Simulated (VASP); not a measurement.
# Bi: single point with LDA

The system is Bi.

```
Bi
1.0
    -3.08908    3.13207    1.64573
     3.13207   -3.08908    1.64573
     3.06368    3.06368   -1.56700
Bi
2
Direct
  0.00044 0.99956 0.00000
  0.74956 0.25044 0.50000
```

```yaml
Program: VASP 6.6.1
Task: single point
Functional: LDA
Potentials_or_basis: VASP PAW LDA potentials, release 64 (Bi_d)
Cutoff: 520 eV
k_mesh: 18 × 18 × 12
Occupations: fermi-dirac, width 0.1 eV
Spin: no spin polarisation
```

```yaml
Pressure: 0.2 GPa
Largest_force: 0.004 eV/Å
Band_gap_on_the_k_mesh: zero (bands 15 and 16 overlap by 5.60 eV)
```

Forces in eV/Å, atoms in the order of the input:
```
Bi   0.003 -0.003  0.000
Bi  -0.003  0.003  0.000
```

Stress tensor (GPa, compression positive):
```
 0.26  0.05 -0.09
 0.05  0.26 -0.09
-0.09 -0.09  0.05
```

Levels at points of the mesh, in eV from the Fermi level:
| k point | band 11 | band 12 | band 13 | band 14 | band 15 | band 16 | band 17 | band 18 | band 19 | band 20 |
| --- | --- | --- | --- | --- | --- | --- | --- | --- | --- | --- |
| (0.00, 0.00, 0.00) | -13.61 | -9.07 | -3.26 | -3.15 | 2.70 | 3.61 | 3.64 | 4.51 | 4.56 | 7.35 |
| (0.50, 0.00, 0.00) | -10.78 | -9.10 | -4.39 | -2.99 | -2.18 | 0.94 | 1.63 | 2.03 | 5.92 | 7.60 |
| (0.50, 0.50, 0.00) | -11.91 | -11.89 | -0.92 | -0.87 | -0.87 | -0.86 | 3.75 | 4.40 | 8.16 | 8.66 |
| (0.00, 0.00, 0.50) | -11.88 | -11.88 | -0.98 | -0.98 | -0.93 | -0.93 | 4.05 | 4.05 | 8.49 | 8.49 |
| (0.50, 0.00, 0.50) | -10.64 | -9.16 | -4.40 | -3.05 | -2.34 | 0.49 | 1.49 | 2.14 | 5.84 | 7.89 |
| (0.50, 0.50, 0.50) | -11.34 | -11.34 | -5.38 | -5.38 | 3.49 | 3.49 | 5.90 | 5.90 | 10.31 | 10.31 |

Run time: 18 min on 1 thread of Oxide Virtual Turin-like Processor, on a shared host, peak memory 1 GiB.

Caveat: spin-orbit coupling is left out, which moves the levels of the heavy elements.
